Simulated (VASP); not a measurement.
# BN (Cc) in VASP: further runs

The runs below take BN through single point, with PBE.

All numbers are computed with VASP 6.6.1; they aren't measurements. Logs are shortened: lines on timing, memory, paths and dates and some standing lists are left out, and cuts for length are marked.

## 1. The cell of the first run

The structure is monoclinic, space group Cc (No. 9). The conventional cell has a = 2.555 Å, b = 4.425 Å, c = 4.225 Å, α = 90.00°, β = 90.86°, γ = 90.00°. B (site symmetry 1) has 4 N at 1.56 to 1.58 Å within 2.1 Å. Within 2.1 Å of N (site symmetry 1) lie 4 B at 1.56 to 1.58 Å.

## 2. Single point, PBE (strain +0.0150 x Voigt [0, 0, 0, 0, 1, 0])

INCAR reads:

```
  ALGO = Normal
  EDIFF = 1E-6
  ENCUT = 520
  GGA = PE
  ISIF = 2
  ISMEAR = 0
  LASPH = T
  LCHARG = T
  LELF = T
  LREAL = F
  LVHAR = T
  LWAVE = F
  NBANDS = 16
  NELM = 80
  PREC = Accurate
  SIGMA = 0.05
```

KPOINTS reads:

```
k-points
0
Gamma
  12 12 6
```

POSCAR reads:

```
BN
1.0
    2.5545800962      0.0000000000      0.0191593507
   -1.2772900481      2.2123312593     -0.0095796754
    0.0316838590      0.0000000000      4.2245145363
B N
2 2
Direct
    0.6666666667      0.3333333333      0.9998058548
    0.3333333333      0.6666666667      0.4998058548
    0.6666666667      0.3333333333      0.6251941452
    0.3333333333      0.6666666667      0.1251941452
```

Potentials or basis: VASP PAW PBE potentials, release 64 (B, N).

Launch:

```bash
> cat potpaw_PBE.64/B/POTCAR potpaw_PBE.64/N/POTCAR > POTCAR
> mpirun -np 1 vasp_std > vasp.out
```

OUTCAR:

```text
EDIFF = 1E-6
   ENCUT = 520
   GGA = PE
   ISIF = 2
   ISMEAR = 0
   LASPH = T
   LREAL = F
   NELM = 80
   PREC = Accurate

 ion  position               nearest neighbor table
   1  0.667  0.333  1.000-   4 1.56   4 1.57   4 1.57   3 1.58
   2  0.333  0.667  0.500-   3 1.56   3 1.57   3 1.57   4 1.58
   3  0.667  0.333  0.625-   2 1.56   2 1.57   2 1.57   1 1.58
   4  0.333  0.667  0.125-   1 1.56   1 1.57   1 1.57   2 1.58

  LATTYP: Found a base centered monoclinic cell.
 ALAT       =     2.5546519428
 B/A-ratio  =     1.7320020957
 C/A-ratio  =     1.6537021261
 COS(beta)  =    -0.0149991563

  Lattice vectors:

 A1 = (  -1.2772900481,   2.2123312593,  -0.0095796754)
 A2 = (  -1.2772900481,  -2.2123312593,  -0.0095796753)
 A3 = (   0.0316838590,   0.0000000000,   4.2245145363)

Analysis of symmetry for initial positions (statically):
=====================================================================
 Subroutine PRICEL returns:
 Original cell was already a primitive cell.

 Routine SETGRP: Setting up the symmetry group for a
 base centered monoclinic supercell.

 Subroutine GETGRP returns: Found  2 space group operations
 (whereof  1 operations were pure point group operations)
 out of a pool of  4 trial point group operations.

The static configuration has the point symmetry C_1 .
 The point group associated with its full space group is C_1h.

Analysis of symmetry for dynamics (positions and initial velocities):
=====================================================================
 Subroutine PRICEL returns:
 Original cell was already a primitive cell.

 Routine SETGRP: Setting up the symmetry group for a
 base centered monoclinic supercell.

 Subroutine GETGRP returns: Found  2 space group operations
 (whereof  1 operations were pure point group operations)
 out of a pool of  4 trial point group operations.

The dynamic configuration has the point symmetry C_1 .
 The point group associated with its full space group is C_1h.

 Subroutine INISYM returns: Found  2 space group operations
 (whereof  1 operations are pure point group operations),
 and found     1 'primitive' translations

----------------------------------------------------------------------------------------

                                     Primitive cell

  volume of cell :      23.8738

  direct lattice vectors                    reciprocal lattice vectors
     2.554580096  0.000000000  0.019159351     0.391475787  0.226005937 -0.002936068
    -1.277290048  2.212331259 -0.009579675     0.000000000  0.452011875  0.000000000
     0.031683859  0.000000000  4.224514536    -0.001775452  0.000000000  0.236726905

  length of vectors
     2.554651943  2.554598058  4.224633349     0.452040480  0.452011875  0.236733563

  position of ions in fractional coordinates (direct lattice)
     0.666666667  0.333333333  0.999805855
     0.333333333  0.666666667  0.499805855
     0.666666667  0.333333333  0.625194145
     0.333333333  0.666666667  0.125194145

  ion indices of the primitive-cell ions
   primitive index   ion index
                 1           1
                 2           2
                 3           3
                 4           4

----------------------------------------------------------------------------------------

 KPOINTS: k-points

Automatic generation of k-mesh.
 Grid dimensions read from file:
 generate k-points for:   12   12    6

 Generating k-lattice:

  Cartesian coordinates                     Fractional coordinates (reciprocal lattice)
     0.032622982  0.018833828 -0.000244672     0.083333333 -0.000000000  0.000000000
     0.000000000  0.037667656  0.000000000     0.000000000  0.083333333  0.000000000
    -0.000295909  0.000000000  0.039454484     0.000000000 -0.000000000  0.166666667

  Length of vectors
     0.037670040  0.037667656  0.039455594

  Shift w.r.t. Gamma in fractional coordinates (k-lattice)
     0.000000000  0.000000000  0.000000000

 Subroutine IBZKPT returns following result:
 ===========================================

 Found    242 irreducible k-points:

 Following reciprocal coordinates:
            Coordinates               Weight
  0.000000  0.000000  0.000000      1.000000
  0.083333  0.000000  0.000000      4.000000
  0.166667 -0.000000  0.000000      4.000000
  0.250000 -0.000000  0.000000      4.000000
  0.333333  0.000000  0.000000      4.000000
  0.416667 -0.000000 -0.000000      4.000000
[... 16 lines left out ...]
  0.333333  0.166667  0.000000      4.000000
  0.416667  0.166667 -0.000000      4.000000
 [... further k-points ...]
   k-points           NKPTS =    242   k-points in BZ     NKDIM =    242   number of bands    NBANDS=     16
   number of dos      NEDOS =    301   number of ions     NIONS =      4
   total plane-waves  NPLWV =  12800
   dimension x,y,z NGX =    20 NGY =   20 NGZ =   32
   dimension x,y,z NGXF=    40 NGYF=   40 NGZF=   64
   ions per type =               2   2
   NGX,Y,Z   is equivalent  to a cutoff of  13.02, 13.02, 12.59 a.u.
   NGXF,Y,Z  is equivalent  to a cutoff of  26.03, 26.03, 25.19 a.u.
 SYSTEM =  unknown system
   PREC   = accura    normal or accurate (medium, high low for compatibility)
   ISTART =      0    job   : 0-new  1-cont  2-samecut
   ICHARG =      2    charge: 1-file 2-atom 10-const
   ISPIN  =      1    spin polarized calculation?
   LNONCOLLINEAR =      F non collinear calculations
   LSORBIT =      F    spin-orbit coupling
   LASPH  =      T    aspherical Exc in radial PAW
   ENCUT  =  520.0 eV  38.22 Ry    6.18 a.u.   4.75  4.75  7.86*2*pi/ulx,y,z
   NELM   =     80;   NELMIN=  2; NELMDL= -5     # of ELM steps
   EDIFF  = 0.1E-05   stopping-criterion for ELM
   LREAL  =      F    real-space projection
   EDIFFG = 0.1E-04   stopping-criterion for IOM
   NSW    =      0    number of steps for IOM
   IBRION =     -1    ionic relax: 0-MD 1-quasi-New 2-CG
   NFREE  =      0    steps in history (QN), initial steepest desc. (CG)
   ISIF   =      2    stress and relaxation
   ISYM   =      2    0-nonsym 1-usesym 2-fastsym
   POTIM  = 0.5000    time-step for ionic-motion
   TEBEG  =    0.0;   TEEND  =   0.0 temperature during run
   PSTRESS=    0.0 pullay stress
   NELECT =      16.0000    total number of electrons
   NUPDOWN=      -1.0000    fix difference up-down
   EMIN   =  10.00;   EMAX   =-10.00  energy-range for DOS
   EFERMI =   0.00;   METHOD = LEGACY
   ISMEAR =     0;   SIGMA  =   0.05  broadening in eV -4-tet -1-fermi 0-gaus
   EFERMI_NEDOS =   21; number of points for ismear=-14 and -15
   IALGO  =     38    algorithm
   IMIX   =      4    mixing-type and parameters
     AMIX     =   0.40;   BMIX     =  1.00
     AMIX_MAG =   1.60;   BMIX_MAG =  1.00
  volume/ion in A,a.u.               =       5.97        40.28
  Fermi-wavevector in a.u.,A,eV,Ry     =   1.432652  2.707320 27.925858  2.052493
  Thomas-Fermi vector in A             =   2.552256
   LORBIT       =      0    0 simple, 1 ext, 2 COOP (PROOUT), +10 PAW based schemes
   GGA     = PE    functional components
   LHFCALC =     F    Hartree Fock is set to
   AEXX    =    0.0000 exact exchange contribution
   IVDW    =     0    specifies the selected vdW correction
   LEPSILON=     F    determine dielectric tensor
   LRPA    =     F    only Hartree local field effects (RPA)
 non-spin polarized calculation
 Gauss-broadening in eV      SIGMA  =   0.05
  energy-cutoff  :      520.00
  volume of cell :       23.87
 maximum number of plane-waves:       658
   NGX =  9   NGY =  9   NGZ = 15

 number of electron      16.0000000 magnetization

 Free energy of the ion-electron system (eV)
  ---------------------------------------------------
  ext. energy  EPLUGINS =         0.00000000
  ---------------------------------------------------
  free energy    TOTEN  =       -34.82714534 eV

  energy without entropy =      -34.82714534  energy(sigma->0) =      -34.82714534

 E-fermi :   7.6551     XC(G=0): -12.7616

 val. band max:        7.4424214852   @ k =   0.0000   0.0000   0.0000
 cond. band min:      12.6420767068   @ k =   0.3333   0.3333   0.0000
 fundamental gap:      5.1996552216
 Fermi energy:         7.6551109401

 k-point     1 :       0.0000    0.0000    0.0000
  band No.  band energies     occupation
      1     -12.8568      2.00000
      2      -8.7480      2.00000
      3      -3.3894      2.00000
      4       5.3246      2.00000
      5       5.3254      2.00000
      6       7.1564      2.00000
[... 8 lines left out ...]
     15      19.2548      0.00000
     16      23.5230      0.00000

 k-point     2 :       0.0833    0.0000    0.0000
  band No.  band energies     occupation
      1     -12.7069      2.00000
      2      -8.6335      2.00000
      3      -3.2406      2.00000
      4       4.6376      2.00000
      5       5.0455      2.00000
      6       6.8356      2.00000
[... 8 lines left out ...]
     15      19.6876      0.00000
     16      23.2997      0.00000

 k-point     3 :       0.1667   -0.0000    0.0000
  band No.  band energies     occupation
      1     -12.2619      2.00000
      2      -8.3059      2.00000
      3      -2.7998      2.00000
      4       2.9858      2.00000
      5       4.3893      2.00000
      6       5.4435      2.00000
[... 8 lines left out ...]
     15      20.8179      0.00000
     16      22.6623      0.00000

 k-point     4 :       0.2500   -0.0000    0.0000
  band No.  band energies     occupation
      1     -11.5394      2.00000
      2      -7.8273      2.00000
      3      -2.0883      2.00000
      4       1.0311      2.00000
      5       3.6421      2.00000
      6       3.7010      2.00000
[... 8 lines left out ...]
     15      22.2761      0.00000
     16      22.7305      0.00000

 k-point     5 :       0.3333    0.0000    0.0000
  band No.  band energies     occupation
      1     -10.5814      2.00000
      2      -7.3640      2.00000
      3      -1.1687      2.00000
      4      -0.7072      2.00000
      5       1.9358      2.00000
      6       3.0364      2.00000
[... 8 lines left out ...]
     15      23.0773      0.00000
     16      23.7059      0.00000

 k-point     6 :       0.4167   -0.0000   -0.0000
  band No.  band energies     occupation
      1      -9.5026      2.00000
      2      -7.2660      2.00000
      3      -1.7767      2.00000
      4      -0.1976      2.00000
      5       0.5423      2.00000
      6       2.6341      2.00000
[... 8 lines left out ...]
     15      23.4830      0.00000
     16      24.7203      0.00000
[... 267 lines left out ...]
 k-point    21 :       0.1667    0.1667    0.0000
  band No.  band energies     occupation
      1     -11.1179      2.00000
      2      -7.5753      2.00000
      3      -1.6720      2.00000
      4       0.8737      2.00000
      5       1.8043      2.00000
      6       3.8146      2.00000
[... 8 lines left out ...]
     15      22.7940      0.00000
     16      23.1667      0.00000

 k-point    22 :       0.2500    0.1667    0.0000
  band No.  band energies     occupation
      1     -10.1849      2.00000
      2      -7.1805      2.00000
      3      -0.7607      2.00000
      4      -0.4150      2.00000
      5       0.7516      2.00000
      6       2.6043      2.00000
[... 8 lines left out ...]
     15      22.6311      0.00000
     16      23.6047      0.00000

 k-point    23 :       0.3333    0.1667    0.0000
  band No.  band energies     occupation
      1      -9.1423      2.00000
      2      -7.1248      2.00000
      3      -1.4297      2.00000
      4       0.0724      2.00000
      5       0.4291      2.00000
      6       1.4849      2.00000
[... 8 lines left out ...]
     15      23.1885      0.00000
     16      23.8478      0.00000

 k-point    24 :       0.4167    0.1667   -0.0000
  band No.  band energies     occupation
      1      -8.4696      2.00000
      2      -7.3884      2.00000
      3      -1.7432      2.00000
      4       0.0082      2.00000
      5       0.9680      2.00000
      6       1.0071      2.00000
[... 8 lines left out ...]
     15      23.2341      0.00000
     16      24.4171      0.00000

 [... further k-points ...]

------------------------ aborting loop because EDIFF is reached ----------------------------------------

  FORCE on cell =-STRESS in cart. coord.  units (eV):
  Direction    XX          YY          ZZ          XY          YZ          ZX
  --------------------------------------------------------------------------------------
  -------------------------------------------------------------------------------------
  Total        0.0387750      0.0389418      0.0407317      0.0000000     -0.0000000     -0.7463386
  in kB        2.6021994      2.6133935      2.7335121      0.0000000     -0.0000000    -50.0869314
  external PRESSURE =       2.6497017 kB  Pullay stress =       0.0000000 kB

 VOLUME and BASIS-vectors are now :
 -----------------------------------------------------------------------------
  energy-cutoff  :      520.00
  volume of cell :       23.87
      direct lattice vectors                 reciprocal lattice vectors
     2.554580096  0.000000000  0.019159351     0.391475787  0.226005937 -0.002936068
    -1.277290048  2.212331259 -0.009579675     0.000000000  0.452011875  0.000000000
     0.031683859  0.000000000  4.224514536    -0.001775452  0.000000000  0.236726905

 POSITION                                       TOTAL-FORCE (eV/Angst)
 -----------------------------------------------------------------------------------
      1.30897      0.73744      4.23327         0.035421     -0.002847     -0.002480
      0.01584      1.47489      2.11144         0.035421      0.002847     -0.002480
      1.29710      0.73744      2.65072        -0.035421     -0.005049      0.002480
      0.00397      1.47489      0.52888        -0.035421      0.005049      0.002480
 -----------------------------------------------------------------------------------
    total drift:                               -0.000070     -0.000000      0.000173

  FREE ENERGIE OF THE ION-ELECTRON SYSTEM (eV)
  ---------------------------------------------------
  free  energy   TOTEN  =       -34.8271453387 eV

  energy  without entropy=      -34.8271453387  energy(sigma->0) =      -34.82714534
```

It took 49 s on 1 thread of Intel Xeon Platinum 8375C at 2.90GHz (Ice Lake), shared host; peak memory 0.19 GiB.

What came out:

| Property | Result |
| --- | --- |
| Free energy | -34.8271 eV |
| Pressure | 0.3 GPa |
| Largest force | 0.036 eV/Å |
| Band gap on the k mesh | 5.20 eV, indirect (least direct gap 8.22 eV) |

Forces in eV/Å, atoms in the order of the input:
```
B    0.035 -0.003 -0.002
B    0.035  0.003 -0.002
N   -0.035 -0.005  0.002
N   -0.035  0.005  0.002
```

Stress tensor (GPa, compression positive):
```
 0.26  0.00 -5.01
 0.00  0.26  0.00
-5.01  0.00  0.27
```

Caveat: the cell differs from its parent crystal (strain +0.0150 x Voigt [0, 0, 0, 0, 1, 0]).

## 3. Single point, PBE (strain +0.0375 x Voigt [0, 0, 0, 0, 1, 0])

INCAR reads:

```
SYSTEM = BN
PREC = Accurate
ENCUT = 520
EDIFF = 1E-6
ISMEAR = 0
SIGMA = 0.05
LREAL = .FALSE.
LASPH = .TRUE.
NELM = 100
ALGO = Normal
ISIF = 2
LWAVE = .FALSE.
LCHARG = .FALSE.
GGA = PE
NBANDS = 16
```

KPOINTS reads:

```
regular mesh
0
G
  12 12 6
  0 0 0
```

POSCAR reads:

```
BN
1.0
    2.5545800962      0.0000000000      0.0478983768
   -1.2772900481      2.2123312593     -0.0239491884
    0.0792096476      0.0000000000      4.2245145363
B N
2 2
Direct
    0.6666666667      0.3333333333      0.9998058548
    0.3333333333      0.6666666667      0.4998058548
    0.6666666667      0.3333333333      0.6251941452
    0.3333333333      0.6666666667      0.1251941452
```

Potentials or basis: VASP PAW PBE potentials, release 64 (B, N).

Launch:

```bash
> cat potpaw_PBE.64/B/POTCAR potpaw_PBE.64/N/POTCAR > POTCAR
> mpirun -np 1 vasp_std > vasp.out
```

OUTCAR:

```text
SYSTEM = BN
   PREC = Accurate
   ENCUT = 520
   EDIFF = 1E-6
   ISMEAR = 0
   LREAL = .FALSE.
   LASPH = .TRUE.
   NELM = 100
   ISIF = 2
   GGA = PE

 ion  position               nearest neighbor table
   1  0.667  0.333  1.000-   4 1.55   4 1.57   3 1.58   4 1.58
   2  0.333  0.667  0.500-   3 1.55   3 1.57   4 1.58   3 1.58
   3  0.667  0.333  0.625-   2 1.55   2 1.57   1 1.58   2 1.58
   4  0.333  0.667  0.125-   1 1.55   1 1.57   2 1.58   1 1.58

  LATTYP: Found a base centered monoclinic cell.
 ALAT       =     2.5550291040
 B/A-ratio  =     1.7317464258
 C/A-ratio  =     1.6537021261
[... 657 lines left out ...]
  --------------------------------------------------------------------------------------
  -------------------------------------------------------------------------------------
  Total        0.0637235      0.0645313      0.0906646      0.0000000      0.0000000     -1.8641598
  in kB        4.2777618      4.3319863      6.0863153      0.0000000      0.0000000   -125.1410949
  external PRESSURE =       4.8986878 kB  Pullay stress =       0.0000000 kB

 VOLUME and BASIS-vectors are now :
 -----------------------------------------------------------------------------
  energy-cutoff  :      520.00
  volume of cell :       23.87
      direct lattice vectors                 reciprocal lattice vectors
     2.554580096  0.000000000  0.047898377     0.391591435  0.226005937 -0.007342339
    -1.277290048  2.212331259 -0.023949188     0.000000000  0.452011875  0.000000000
     0.079209648  0.000000000  4.224514536    -0.004439941  0.000000000  0.236796838

 POSITION                                       TOTAL-FORCE (eV/Angst)
 -----------------------------------------------------------------------------------
      1.35648      0.73744      4.24764         0.088684     -0.017769     -0.010005
      0.03959      1.47489      2.11144         0.088684      0.017769     -0.010005
      1.32681      0.73744      2.66509        -0.088684     -0.031585      0.010005
      0.00992      1.47489      0.52888        -0.088684      0.031585      0.010005
 -----------------------------------------------------------------------------------
    total drift:                               -0.000197     -0.000000      0.000160

  FREE ENERGIE OF THE ION-ELECTRON SYSTEM (eV)
  ---------------------------------------------------
  free  energy   TOTEN  =       -34.7977597463 eV

  energy  without entropy=      -34.7977597463  energy(sigma->0) =      -34.79775975
```

Wall time 63 s (1 thread of Intel Xeon Platinum 8375C at 2.90GHz (Ice Lake), shared host); peak memory 0.18 GiB.

What came out:

- Free energy: -34.7978 eV
- Pressure: 0.5 GPa
- Largest force: 0.095 eV/Å
- Band gap on the k mesh: 5.16 eV, indirect (least direct gap 8.16 eV)

Forces on the atoms (eV/Å):
```
B    0.089 -0.018 -0.010
B    0.089  0.018 -0.010
N   -0.089 -0.032  0.010
N   -0.089  0.032  0.010
```

Stress tensor (GPa, compression positive):
```
  0.43   0.00 -12.51
  0.00   0.43   0.00
-12.51   0.00   0.61
```

Caveat: the cell differs from its parent crystal (strain +0.0375 x Voigt [0, 0, 0, 0, 1, 0]). A k mesh can miss the band edges.

[end of part 1 of 2]
